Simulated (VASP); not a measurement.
# AlCo (WC type) (P-6m2) in VASP: single point with PBE

Aim: the single point of AlCo (WC type) with PBE.

Everything below comes from runs of VASP 6.6.1. Logs are shortened: lines on timing, memory, paths and dates and some standing lists are left out, and cuts for length are marked.

## Step 1: The cell of the first run

It takes space group P-6m2 (No. 187, hexagonal). Conventional cell: a = 2.443 Å, b = 2.443 Å, c = 3.516 Å, α = 90.00°, β = 90.00°, γ = 120.00°. Within 3.0 Å of Co (site symmetry -6m2) lie 6 Al at 2.25 Å and 6 Co at 2.44 Å. Within 3.0 Å of Al (site symmetry -6m2) lie 6 Co at 2.25 Å and 6 Al at 2.44 Å.

## Step 2: Single point, PBE

Contents of INCAR:

```
SYSTEM = AlCo
ALGO = Normal
EDIFF = 1E-6
ENCUT = 690
GGA = PE
GGA_COMPAT = .False.
ISIF = 2
ISMEAR = -1
LASPH = .True.
LCHARG = .False.
LREAL = .False.
LWAVE = .False.
NBANDS = 17
NELM = 120
PREC = Accurate
SIGMA = 0.08
```

Contents of KPOINTS:

```
k-points
0
Gamma
  16 16 14
  0 0 0
```

Contents of POSCAR:

```
AlCo
1.0
    2.4427678304      0.0000000000      0.0000000000
   -1.2213839152      2.1154989967      0.0000000000
    0.0000000000      0.0000000000      3.5164387046
Co Al
1 1
Direct
    0.0000000000      0.0000000000      0.0000000000
    0.3333333333      0.6666666667      0.5000000000
```

Potentials or basis: VASP PAW PBE potentials, release 64 (Co_sv, Al).

Launch:

```console
$ cat potpaw_PBE.64/Co_sv/POTCAR potpaw_PBE.64/Al/POTCAR > POTCAR
$ mpirun -np 1 vasp_std > vasp.out
```

OUTCAR:

```text
SYSTEM = AlCo
   EDIFF = 1E-6
   ENCUT = 690
   GGA = PE
   ISIF = 2
   ISMEAR = -1
   LASPH = .True.
   LREAL = .False.
   NELM = 120
   PREC = Accurate

 ion  position               nearest neighbor table
   1  0.000  0.000  0.000-   2 2.25   2 2.25   2 2.25   2 2.25   2 2.25   2 2.25
   2  0.333  0.667  0.500-   1 2.25   1 2.25   1 2.25   1 2.25   1 2.25   1 2.25

  LATTYP: Found a hexagonal cell.
 ALAT       =     2.4427678304
 C/A-ratio  =     1.4395304625

  Lattice vectors:

 A1 = (   2.4427678304,   0.0000000000,   0.0000000000)
 A2 = (  -1.2213839152,   2.1154989967,   0.0000000000)
 A3 = (   0.0000000000,   0.0000000000,   3.5164387046)

Analysis of symmetry for initial positions (statically):
=====================================================================
 Subroutine PRICEL returns:
 Original cell was already a primitive cell.

 Routine SETGRP: Setting up the symmetry group for a
 hexagonal supercell.

 Subroutine GETGRP returns: Found 12 space group operations
 (whereof 12 operations were pure point group operations)
 out of a pool of 24 trial point group operations.

The static configuration has the point symmetry D_3h.

Analysis of symmetry for dynamics (positions and initial velocities):
=====================================================================
 Subroutine PRICEL returns:
 Original cell was already a primitive cell.

 Routine SETGRP: Setting up the symmetry group for a
 hexagonal supercell.

 Subroutine GETGRP returns: Found 12 space group operations
 (whereof 12 operations were pure point group operations)
 out of a pool of 24 trial point group operations.

The dynamic configuration has the point symmetry D_3h.

 Subroutine INISYM returns: Found 12 space group operations
 (whereof 12 operations are pure point group operations),
 and found     1 'primitive' translations

----------------------------------------------------------------------------------------

                                     Primitive cell

  volume of cell :      18.1718

  direct lattice vectors                    reciprocal lattice vectors
     2.442767830  0.000000000  0.000000000     0.409371692  0.236350857  0.000000000
    -1.221383915  2.115498997  0.000000000     0.000000000  0.472701713  0.000000000
     0.000000000  0.000000000  3.516438705     0.000000000  0.000000000  0.284378624

  length of vectors
     2.442767830  2.442767830  3.516438705     0.472701713  0.472701713  0.284378624

[... 79 lines left out ...]
   NELM   =    120;   NELMIN=  2; NELMDL= -5     # of ELM steps
   EDIFF  = 0.1E-05   stopping-criterion for ELM
   LREAL  =      F    real-space projection
   EDIFFG = 0.1E-04   stopping-criterion for IOM
   NSW    =      0    number of steps for IOM
   IBRION =     -1    ionic relax: 0-MD 1-quasi-New 2-CG
   NFREE  =      0    steps in history (QN), initial steepest desc. (CG)
   ISIF   =      2    stress and relaxation
   ISYM   =      2    0-nonsym 1-usesym 2-fastsym
   POTIM  = 0.5000    time-step for ionic-motion
   TEBEG  =    0.0;   TEEND  =   0.0 temperature during run
   PSTRESS=    0.0 pullay stress
   NELECT =      20.0000    total number of electrons
   NUPDOWN=      -1.0000    fix difference up-down
   EMIN   =  10.00;   EMAX   =-10.00  energy-range for DOS
   EFERMI =   0.00;   METHOD = LEGACY
   ISMEAR =    -1;   SIGMA  =   0.08  broadening in eV -4-tet -1-fermi 0-gaus
   EFERMI_NEDOS =   21; number of points for ismear=-14 and -15
   IALGO  =     38    algorithm
   IMIX   =      4    mixing-type and parameters
     AMIX     =   0.40;   BMIX     =  1.00
     AMIX_MAG =   1.60;   BMIX_MAG =  1.00
  volume/ion in A,a.u.               =       9.09        61.31
  Fermi-wavevector in a.u.,A,eV,Ry     =   1.690255  3.194118 38.871311  2.856961
  Thomas-Fermi vector in A             =   2.772235
   LORBIT       =      0    0 simple, 1 ext, 2 COOP (PROOUT), +10 PAW based schemes
   GGA     = PE    functional components
   LHFCALC =     F    Hartree Fock is set to
   AEXX    =    0.0000 exact exchange contribution
   IVDW    =     0    specifies the selected vdW correction
   LEPSILON=     F    determine dielectric tensor
   LRPA    =     F    only Hartree local field effects (RPA)
 non-spin polarized calculation
  energy-cutoff  :      690.00
  volume of cell :       18.17
 maximum number of plane-waves:       760
 NGX is ok and might be reduce to    24
   NGX = 11   NGY = 11   NGZ = 15

 number of electron      19.9999994 magnetization

 Free energy of the ion-electron system (eV)
  ---------------------------------------------------
  ext. energy  EPLUGINS =         0.00000000
  ---------------------------------------------------
  free energy    TOTEN  =       -10.18605654 eV

  energy without entropy =      -10.15749471  energy(sigma->0) =      -10.17177563

 E-fermi :  15.1280     XC(G=0): -13.7862

 val. band max:       15.1184153506   @ k =   0.2500   0.1875   0.0000
 cond. band min:      15.1289055113   @ k =   0.3125   0.1250   0.0714
 fundamental gap:      0.0104901607
 Fermi energy:        15.1280321716

 k-point     1 :       0.0000    0.0000    0.0000
  band No.  band energies     occupation
      1     -79.9187      2.00000
      2     -43.1638      2.00000
      3     -43.1091      2.00000
      4     -43.1091      2.00000
      5       2.2053      2.00000
      6      10.2875      2.00000
[... 457 lines left out ...]
      4     -43.1233      2.00000
      5       6.6755      2.00000
      6      11.3474      2.00000
[... 9 lines left out ...]
     16      30.9480      0.00000
     17      32.3196      0.00000

 [... further k-points ...]

------------------------ aborting loop because EDIFF is reached ----------------------------------------

  FORCE on cell =-STRESS in cart. coord.  units (eV):
  Direction    XX          YY          ZZ          XY          YZ          ZX
  --------------------------------------------------------------------------------------
  -------------------------------------------------------------------------------------
  Total       10.0052440     10.0052440     10.0054871      0.0000000     -0.0000000      0.0000000
  in kB      882.1454507    882.1454507    882.1668892      0.0000000     -0.0000000      0.0000000
  external PRESSURE =     882.1525968 kB  Pullay stress =       0.0000000 kB

 VOLUME and BASIS-vectors are now :
 -----------------------------------------------------------------------------
  energy-cutoff  :      690.00
  volume of cell :       18.17
      direct lattice vectors                 reciprocal lattice vectors
     2.442767830  0.000000000  0.000000000     0.409371692  0.236350857  0.000000000
    -1.221383915  2.115498997  0.000000000     0.000000000  0.472701713  0.000000000
     0.000000000  0.000000000  3.516438705     0.000000000  0.000000000  0.284378624

 POSITION                                       TOTAL-FORCE (eV/Angst)
 -----------------------------------------------------------------------------------
      0.00000      0.00000      0.00000        -0.000000      0.000000      0.000000
     -0.00000      1.41033      1.75822         0.000000      0.000000      0.000000
 -----------------------------------------------------------------------------------
    total drift:                                0.000000     -0.000000      0.000000

  FREE ENERGIE OF THE ION-ELECTRON SYSTEM (eV)
  ---------------------------------------------------
  free  energy   TOTEN  =       -10.1860565391 eV

  energy  without entropy=      -10.1574947142  energy(sigma->0) =      -10.17177563
```

stdout:

```text
POSCAR found type information on POSCAR CoAl
 POSCAR found :  2 types and       2 ions
 scaLAPACK will be used
 LDA part: xc-table for (Slater+PW92), standard interpolation
 POSCAR, INCAR and KPOINTS ok, starting setup
 FFT: planning ... GRIDC
 FFT: planning ... GRID_SOFT
 FFT: planning ... GRID
 WAVECAR not read
 entering main loop
```

Run time: 34 s. Hardware: 1 thread of Intel Xeon 6975P-C (Granite Rapids), shared host; peak memory 0.23 GiB.

What came out:

```
Free energy            : -10.1861 eV
Pressure               : 88.2 GPa
Band gap on the k mesh : zero (bands 10 and 11 overlap by 2.07 eV)
```

Caveat: the cell stands under pressure; the run has no spin polarisation, though such a crystal can be magnetic. Spin polarisation is off, so any magnetic state and its effect on volume and gap are missing.
